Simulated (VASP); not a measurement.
The system is Si5C.

```
Si C
1.0
     4.78817    0.00000    0.00000
    -2.39408    4.14667    0.00000
     0.00000    0.00000    4.47214
Si C
5 1
Direct
  0.33333 0.66667 0.00000
  0.66667 0.33333 0.00000
  0.66667 0.66667 0.50000
  0.33333 0.00000 0.50000
  0.00000 0.33333 0.50000
  0.00000 0.00000 0.00000
```

```yaml
Program: VASP 6.6.1
Task: relaxation of cell and atoms
Functional: PBE
Potentials_or_basis: VASP PAW PBE potentials, release 64 (Si, C)
Cutoff: 600 eV
k_mesh: 6 × 6 × 4
Occupations: gaussian, width 0.1 eV
Spin: no spin polarisation
```

At the start: pressure -10.7 GPa; volume 14.80 Å³/atom.

Question: How do energy, volume and symmetry change on relaxing?

Answer: Over 7 steps the energy falls by 88.2 meV/atom and the volume is 12.84 Å³/atom (-13.2 %); space group P-62m (No. 189, to 0.1 Å) before and after.

Step by step:
| step | energy change (eV) | largest force (eV/Å) | pressure (GPa) | volume (Å³) |
| --- | --- | --- | --- | --- |
| 1 | 0.0000 | 0.4392 | -10.74 | 88.79 |
| 2 | -0.5071 | 0.3568 | 0.33 | 76.64 |
| 3 | -0.5073 | 0.3539 | 0.57 | 76.47 |
| 4 | -0.5270 | 0.0497 | 0.57 | 76.47 |
| 5 | -0.5272 | 0.0762 | 0.56 | 76.47 |
| 6 | -0.5290 | 0.0422 | -0.12 | 76.96 |
| 7 | -0.5290 | 0.0374 | -0.22 | 77.03 |

Final structure:
```
Si C
1.0
     4.52644    0.00000    0.00000
    -2.26322    3.92001    0.00000
     0.00000    0.00000    4.34138
Si C
5 1
Direct
  0.33333 0.66667 0.00000
  0.66667 0.33333 0.00000
  0.67591 0.67591 0.50000
  0.32409 0.00000 0.50000
  0.00000 0.32409 0.50000
  0.00000 0.00000 0.00000
```
